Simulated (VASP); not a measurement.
# Si16B (a cell with a defect) in VASP: relaxation of the atoms with PBE+D3(BJ)

Aim: the relaxation of the atoms of Si16B (a cell with a defect) with PBE+D3(BJ).

Everything below comes from runs of VASP 6.6.1. Logs are shortened: lines on timing, memory, paths and dates and some standing lists are left out, and cuts for length are marked.

### 1 The cell of the first run

The cell holds a defect, 17 atoms: a = 7.679 Å, b = 7.679 Å, c = 7.679 Å, α = 60.00°, β = 60.00°, γ = 60.00°.

### 2 Relaxation of the atoms, PBE+D3(BJ), collinear spin

Contents of INCAR:

```
  ALGO = Normal
  EDIFF = 1E-6
  EDIFFG = -0.08
  ENCUT = 520
  GGA = PE
  IBRION = 2
  ISIF = 2
  ISMEAR = -1
  ISPIN = 2
  IVDW = 12
  KPAR = 2
  LASPH = T
  LCHARG = F
  LORBIT = 11
  LREAL = Auto
  LWAVE = F
  MAGMOM = 0 0 0 0 0 0 0 0 0 0 0 0 0 0 0 0 1
  NELM = 150
  NSW = 45
  PREC = Accurate
  SIGMA = 0.02
```

Contents of KPOINTS:

```
k-points
0
Gamma
  2 2 2
```

Contents of POSCAR:

```
Si16B
1.0
    0.0000000000      5.4300000000      5.4300000000
    5.4300000000      0.0000000000      5.4300000000
    5.4300000000      5.4300000000      0.0000000000
Si B
16 1
Direct
    0.0000000000      0.0000000000      0.0000000000
    0.1250000000      0.1250000000      0.1250000000
    0.0000000000      0.0000000000      0.5000000000
    0.1250000000      0.1250000000      0.6250000000
    0.0000000000      0.5000000000      0.0000000000
    0.1250000000      0.6250000000      0.1250000000
    0.0000000000      0.5000000000      0.5000000000
    0.1250000000      0.6250000000      0.6250000000
    0.5000000000      0.0000000000      0.0000000000
    0.6250000000      0.1250000000      0.1250000000
    0.5000000000      0.0000000000      0.5000000000
    0.6250000000      0.1250000000      0.6250000000
    0.5000000000      0.5000000000      0.0000000000
    0.6250000000      0.6250000000      0.1250000000
    0.5000000000      0.5000000000      0.5000000000
    0.6250000000      0.6250000000      0.6250000000
    0.3678895000      0.8831438000      0.3736106000
```

Potentials or basis: VASP PAW PBE potentials, release 64 (Si, B).

On the command line:

```console
cat potpaw_PBE.64/Si/POTCAR potpaw_PBE.64/B/POTCAR > POTCAR
mpirun -np 4 vasp_std > vasp.out
```

OUTCAR:

```text
EDIFF = 1E-6
   EDIFFG = -0.08
   ENCUT = 520
   GGA = PE
   IBRION = 2
   ISIF = 2
   ISMEAR = -1
   ISPIN = 2
   IVDW = 12
   LASPH = T
   LORBIT = 11
   LREAL = Auto
   NELM = 150
   NSW = 45
   PREC = Accurate
 IVDW          = 12

 ion  position               nearest neighbor table
   1  0.000  0.000  0.000-   2 2.35   4 2.35   6 2.35  10 2.35
   2  0.125  0.125  0.125-   1 2.35   3 2.35   5 2.35   9 2.35
   3  0.000  0.000  0.500-  17 2.31   4 2.35   8 2.35  12 2.35   2 2.35
   4  0.125  0.125  0.625-   1 2.35   3 2.35   7 2.35  11 2.35
   5  0.000  0.500  0.000-   2 2.35   6 2.35   8 2.35  14 2.35
   6  0.125  0.625  0.125-   1 2.35   5 2.35   7 2.35  13 2.35
   7  0.000  0.500  0.500-   4 2.35   6 2.35   8 2.35  16 2.35
   8  0.125  0.625  0.625-   3 2.35   5 2.35   7 2.35  15 2.35
   9  0.500  0.000  0.000-  17 2.34  10 2.35  12 2.35  14 2.35   2 2.35
  10  0.625  0.125  0.125-   1 2.35   9 2.35  11 2.35  13 2.35
  11  0.500  0.000  0.500-   4 2.35  10 2.35  12 2.35  16 2.35  17 2.35
  12  0.625  0.125  0.625-   3 2.35   9 2.35  11 2.35  15 2.35
  13  0.500  0.500  0.000-   6 2.35  10 2.35  14 2.35  16 2.35
  14  0.625  0.625  0.125-   5 2.35   9 2.35  13 2.35  15 2.35
  15  0.500  0.500  0.500-   8 2.35  12 2.35  14 2.35  16 2.35  17 2.40
  16  0.625  0.625  0.625-   7 2.35  11 2.35  13 2.35  15 2.35
  17  0.368  0.883  0.374-   3 2.31   9 2.34  11 2.35  15 2.40

  LATTYP: Found a face centered cubic cell.
 ALAT       =    10.8600000000

  Lattice vectors:

 A1 = (   0.0000000000,   5.4300000000,   5.4300000000)
 A2 = (   5.4300000000,   0.0000000000,   5.4300000000)
 A3 = (   5.4300000000,   5.4300000000,   0.0000000000)

Analysis of symmetry for initial positions (statically):
=====================================================================
 Subroutine PRICEL returns:
 Original cell was already a primitive cell.

 Routine SETGRP: Setting up the symmetry group for a
 face centered cubic supercell.

 Subroutine GETGRP returns: Found  1 space group operations
 (whereof  1 operations were pure point group operations)
 out of a pool of 48 trial point group operations.

The static configuration has the point symmetry C_1 .

Analysis of symmetry for dynamics (positions and initial velocities):
=====================================================================
 Subroutine PRICEL returns:
 Original cell was already a primitive cell.

 Routine SETGRP: Setting up the symmetry group for a
 face centered cubic supercell.

 Subroutine GETGRP returns: Found  1 space group operations
 (whereof  1 operations were pure point group operations)
 out of a pool of 48 trial point group operations.

The dynamic configuration has the point symmetry C_1 .

Analysis of structural, dynamic, and magnetic symmetry:
=====================================================================
 Subroutine PRICEL returns:
 Original cell was already a primitive cell.

 Routine SETGRP: Setting up the symmetry group for a
 face centered cubic supercell.

 Subroutine GETGRP returns: Found  1 space group operations
[... 133 lines left out ...]
   IALGO  =     38    algorithm
   IMIX   =      4    mixing-type and parameters
     AMIX     =   0.40;   BMIX     =  1.00
     AMIX_MAG =   1.60;   BMIX_MAG =  1.00
  volume/ion in A,a.u.               =      18.84       127.11
  Fermi-wavevector in a.u.,A,eV,Ry     =   0.971904  1.836632 12.852022  0.944597
  Thomas-Fermi vector in A             =   2.102159
   LORBIT       =     11    0 simple, 1 ext, 2 COOP (PROOUT), +10 PAW based schemes
   GGA     = PE    functional components
   LHFCALC =     F    Hartree Fock is set to
   AEXX    =    0.0000 exact exchange contribution
   IVDW    =    12    specifies the selected vdW correction
   LEPSILON=     F    determine dielectric tensor
   LRPA    =     F    only Hartree local field effects (RPA)
 conjugate gradient relaxation of ions
 spin polarized calculation
  energy-cutoff  :      520.00
  volume of cell :      320.21
 maximum number of plane-waves:      8646
 NGX is ok and might be reduce to    60
   NGX = 29   NGY = 29   NGZ = 29

--------------------------------------- Ionic step        1  -------------------------------------------

 number of electron      67.0000004 magnetization      -0.0008633

 number of electron      67.0000004 magnetization       0.0000355

 Free energy of the ion-electron system (eV)
  ---------------------------------------------------
  ext. energy  EPLUGINS =         0.00000000
  ---------------------------------------------------
  free energy    TOTEN  =       -88.53691497 eV

  energy without entropy =      -88.53175071  energy(sigma->0) =      -88.53433284

------------------------ aborting loop because EDIFF is reached ----------------------------------------

 Edisp (eV)   -5.34047

 E8    (eV) :    -2.1987
[... 162 lines left out ...]
 number of electron      67.0000001 magnetization      -0.0000000

 number of electron      67.0000001 magnetization       0.0000000

 Free energy of the ion-electron system (eV)
  ---------------------------------------------------
  ext. energy  EPLUGINS =         0.00000000
  ---------------------------------------------------
  free energy    TOTEN  =       -88.61882283 eV

  energy without entropy =      -88.61857452  energy(sigma->0) =      -88.61869868

 E-fermi :   6.3578     XC(G=0):  -9.5682

 val. band max:        6.2422549732   @ k =   0.0000   0.5000   0.0000
 cond. band min:       6.4728707961   @ k =   0.0000   0.0000   0.0000
 fundamental gap:      0.2306158230
 Fermi energy:         6.3578417218

 spin component 1

 k-point     1 :       0.0000    0.0000    0.0000
  band No.  band energies     occupation
      1      -6.2779      1.00000
      2      -3.8727      1.00000
      3      -3.8264      1.00000
      4      -3.8211      1.00000
      5      -3.7875      1.00000
      6      -2.4480      1.00000
[... 365 lines left out ...]
     43       9.6568      0.00000
     44      10.0424      0.00000
 Fermi energy:         6.3578417218

 spin component 2

 k-point     1 :       0.0000    0.0000    0.0000
  band No.  band energies     occupation
      1      -6.2779      1.00000
      2      -3.8727      1.00000
      3      -3.8264      1.00000
      4      -3.8211      1.00000
      5      -3.7875      1.00000
      6      -2.4480      1.00000
[... 413 lines left out ...]
  FREE ENERGIE OF THE ION-ELECTRON SYSTEM (eV)
  ---------------------------------------------------
  free  energy   TOTEN  =       -93.9587445037 eV

  energy  without entropy=      -93.9584961995  energy(sigma->0) =      -93.95862035

 reached required accuracy - stopping structural energy minimisation

 total charge

# of ion       s       p       d       tot
------------------------------------------
    1        0.743   0.954   0.000   1.697
    2        0.758   0.930   0.000   1.687
    3        0.738   0.946   0.000   1.684
    4        0.757   0.931   0.000   1.688
    5        0.742   0.956   0.000   1.697
    6        0.741   0.954   0.000   1.695
[... 9 lines left out ...]
   16        0.756   0.937   0.000   1.693
   17        0.825   0.764   0.000   1.588
--------------------------------------------------
tot         12.807  15.812   0.000  28.619

 magnetization (x)

# of ion       s       p       d       tot
------------------------------------------
    1        0.000  -0.000   0.000  -0.000
    2       -0.000   0.000   0.000   0.000
    3        0.000   0.000   0.000   0.000
    4        0.000   0.000   0.000   0.000
    5        0.000  -0.000   0.000   0.000
    6       -0.000  -0.000   0.000  -0.000
[... 9 lines left out ...]
   16       -0.000  -0.000   0.000  -0.000
   17        0.000   0.000   0.000   0.000
--------------------------------------------------
tot          0.000   0.000   0.000   0.000
```

OSZICAR:

```text
N       E                     dE             d eps       ncg     rms          rms(c)
DAV:   1     0.173493288592E+03    0.17349E+03   -0.25812E+04  1408   0.126E+03
DAV:   2    -0.734673098666E+02   -0.24696E+03   -0.23596E+03  1720   0.181E+02
DAV:   3    -0.895074108042E+02   -0.16040E+02   -0.15660E+02  1792   0.406E+01
[... 32 lines left out ...]
DAV:   1    -0.886183170586E+02   -0.40202E-02   -0.98637E-02  1424   0.121E+00    0.183E-01
DAV:   2    -0.886188483239E+02   -0.53127E-03   -0.71413E-03  1776   0.345E-01    0.580E-02
DAV:   3    -0.886188252041E+02    0.23120E-04   -0.26581E-04  1696   0.667E-02    0.318E-02
DAV:   4    -0.886188221115E+02    0.30926E-05   -0.45775E-05  1720   0.240E-02    0.142E-02
DAV:   5    -0.886188228286E+02   -0.71711E-06   -0.54908E-06  1624   0.897E-03
   4 F= -.93958745E+02 E0= -.93958620E+02  d E =-.482811E-02  mag=     0.0000
```

CONTCAR:

```text
Si16B
   1.00000000000000
     0.0000000000000000    5.4299999999999997    5.4299999999999997
     5.4299999999999997    0.0000000000000000    5.4299999999999997
     5.4299999999999997    5.4299999999999997    0.0000000000000000
  Si              B
    16     1
Direct
     0.9993528540440505    0.0013516619224171    0.9996094851367034
     0.1229485401341222    0.1273311262349968    0.1225357394723741
     0.0078107620142709    0.9970603603068224    0.4976275357755653
     0.1230240488899169    0.1273441849338515    0.6271629846842909
     0.9991598943593227    0.4998654339702025    0.9994341135967552
     0.1253041893324387    0.6246560391335546    0.1250583036394466
[... 9 lines left out ...]
     0.6270623748380619    0.6225354665367571    0.6271740658630055
     0.3681767406858580    0.8834094216759594    0.3733522926390820

  0.00000000E+00  0.00000000E+00  0.00000000E+00
  0.00000000E+00  0.00000000E+00  0.00000000E+00
  0.00000000E+00  0.00000000E+00  0.00000000E+00
  0.00000000E+00  0.00000000E+00  0.00000000E+00
  0.00000000E+00  0.00000000E+00  0.00000000E+00
  0.00000000E+00  0.00000000E+00  0.00000000E+00
[... 9 lines left out ...]
  0.00000000E+00  0.00000000E+00  0.00000000E+00
  0.00000000E+00  0.00000000E+00  0.00000000E+00
```

Wall time 5.4 min (4 MPI ranks of Intel Xeon Platinum 8488C (Sapphire Rapids), shared host); peak memory 0.47 GiB.

Results:

| Quantity | Value |
| --- | --- |
| Free energy | -93.9587 eV |
| Energy gained by relaxing | 4.8 meV/atom |
| Ionic steps | 4 |
| Pressure after relaxing | 0.5 GPa |
| Largest force after relaxing | 0.043 eV/Å |
| Net moment | 0.00 μB per cell |
| Valence electrons inside the program's atomic spheres | Si 1.70, 1.69, 1.68, 1.67 (each value once); B 1.59 |
| Dispersion energy per atom | -0.314 eV |

Forces on the atoms (eV/Å):
```
Si  -0.026  0.027 -0.021
Si   0.002 -0.021 -0.002
Si   0.010 -0.010 -0.014
Si   0.022 -0.002 -0.003
Si   0.016  0.024  0.019
Si  -0.001  0.001  0.000
Si  -0.022 -0.015  0.019
Si   0.003 -0.002 -0.019
Si  -0.005 -0.007  0.002
Si  -0.003  0.003  0.028
Si   0.005  0.003  0.001
Si   0.017 -0.021  0.005
Si   0.018 -0.017 -0.020
Si  -0.023  0.003  0.003
Si   0.004 -0.005 -0.001
Si  -0.002  0.023  0.003
B   -0.015  0.019  0.002
```

The path:
| step | energy change (eV) | largest force (eV/Å) | pressure (GPa) |
| --- | --- | --- | --- |
| 1 | 0.0000 | 0.6263 | 0.15 |
| 2 | -0.0620 | 0.2667 | 0.31 |
| 3 | -0.0765 | 0.1429 | 0.53 |
| 4 | -0.0814 | 0.0433 | 0.49 |

Final structure:
```cif
data_structure
_symmetry_space_group_name_H-M 'P 1'
_symmetry_Int_Tables_number 1
_cell_length_a 7.6792
_cell_length_b 7.6792
_cell_length_c 7.6792
_cell_angle_alpha 60.000
_cell_angle_beta 60.000
_cell_angle_gamma 60.000
_cell_volume 320.21
loop_
_atom_site_label
_atom_site_type_symbol
_atom_site_fract_x
_atom_site_fract_y
_atom_site_fract_z
_atom_site_occupancy
Si1 Si 0.99935 0.00135 0.99961 1
Si2 Si 0.12295 0.12733 0.12254 1
Si3 Si 0.00781 0.99706 0.49763 1
Si4 Si 0.12302 0.12734 0.62716 1
Si5 Si 0.99916 0.49987 0.99943 1
Si6 Si 0.12530 0.62466 0.12506 1
Si7 Si 0.99911 0.49982 0.50160 1
Si8 Si 0.12341 0.62215 0.62720 1
Si9 Si 0.49763 0.99680 0.00842 1
Si10 Si 0.62706 0.12735 0.12286 1
Si11 Si 0.49753 0.99674 0.49717 1
Si12 Si 0.62415 0.12578 0.62493 1
Si13 Si 0.50181 0.49968 0.99921 1
Si14 Si 0.62707 0.62244 0.12327 1
Si15 Si 0.49727 0.50882 0.49699 1
Si16 Si 0.62706 0.62254 0.62717 1
B1 B 0.36818 0.88341 0.37335 1
```

Levels at points of the mesh, in eV from the Fermi level:
Spin up:
```csv
k point,band 31,band 32,band 33,band 34,band 35,band 36
"(0.00, 0.00, 0.00)",-0.40,-0.39,-0.38,0.12,0.16,0.19
"(0.50, 0.00, 0.00)",-1.23,-1.08,-1.07,-0.21,0.98,1.04
"(0.00, 0.50, 0.00)",-1.22,-1.08,-1.08,-0.12,1.01,1.05
"(0.00, 0.00, 0.50)",-1.22,-1.08,-1.07,-0.18,0.97,1.06
"(0.50, 0.50, 0.50)",-1.22,-1.08,-1.07,-0.17,0.98,1.06
"(0.50, 0.50, 0.00)",-1.74,-1.64,-0.69,0.29,1.03,1.15
"(0.00, 0.50, 0.50)",-1.73,-1.64,-0.69,0.29,1.04,1.15
"(0.50, 0.00, 0.50)",-1.73,-1.64,-0.69,0.29,1.04,1.14
```
Spin down:
```tsv
k point	band 31	band 32	band 33	band 34	band 35	band 36
(0.00, 0.00, 0.00)	-0.40	-0.39	-0.38	0.12	0.16	0.19
(0.50, 0.00, 0.00)	-1.23	-1.08	-1.07	-0.21	0.98	1.04
(0.00, 0.50, 0.00)	-1.22	-1.08	-1.08	-0.12	1.01	1.05
(0.00, 0.00, 0.50)	-1.22	-1.08	-1.07	-0.18	0.97	1.06
(0.50, 0.50, 0.50)	-1.22	-1.08	-1.07	-0.17	0.98	1.06
(0.50, 0.50, 0.00)	-1.74	-1.64	-0.69	0.29	1.03	1.15
(0.00, 0.50, 0.50)	-1.73	-1.64	-0.69	0.29	1.04	1.15
(0.50, 0.00, 0.50)	-1.73	-1.64	-0.69	0.29	1.04	1.14
```

Caveat: the k points lie up to 0.50 Å⁻¹ apart; the relaxation stopped at a loose force limit of 0.08 eV/Å, so its end isn't a converged minimum.
